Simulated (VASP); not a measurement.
## Sc3Cu: single point with PBE

The system is Sc3Cu.

```
Sc Cu
1.0
     0.00000    3.39684    3.39684
     3.39684    0.00000    3.39684
     3.39684    3.39684    0.00000
Sc Cu
3 1
Direct
  0.25000 0.25000 0.25000
  0.75000 0.75000 0.75000
  0.50000 0.50000 0.50000
  0.00000 0.00000 0.00000
```

The cell was built from a structure type or drawn by symmetry, and may not be a known phase.

| Quantity | Value |
| --- | --- |
| Program | VASP 6.6.1 |
| Task | single point |
| Functional | PBE |
| Potentials or basis | VASP PAW PBE potentials, release 64 (Sc_sv, Cu) |
| Cutoff | 520 eV |
| k mesh | 4 × 4 × 4 |
| Occupations | gaussian, width 0.1 eV |
| Spin | no spin polarisation |

The pressure is 3.5 GPa and the band gap on the k mesh is zero (bands 22 and 23 overlap by 0.86 eV).

Levels at points of the mesh, in eV from the Fermi level:
```tsv
k point	band 18	band 19	band 20	band 21	band 22	band 23	band 24	band 25
(0.00, 0.00, 0.00)	-2.90	-0.72	-0.72	-0.72	-0.45	-0.45	0.49	0.49
(0.50, 0.00, 0.00)	-2.83	-2.83	-1.00	-1.00	0.03	0.14	0.14	0.84
(0.50, 0.50, 0.00)	-2.80	-2.77	-0.76	-0.74	0.41	0.45	0.45	0.46
```

Run time: 72 s on 1 thread of Intel Xeon 8259CL, on a shared host, peak memory 0.2 GiB.

Caveat: the k points lie up to 0.40 Å⁻¹ apart, too coarse for converged energies and pressures of a metal.
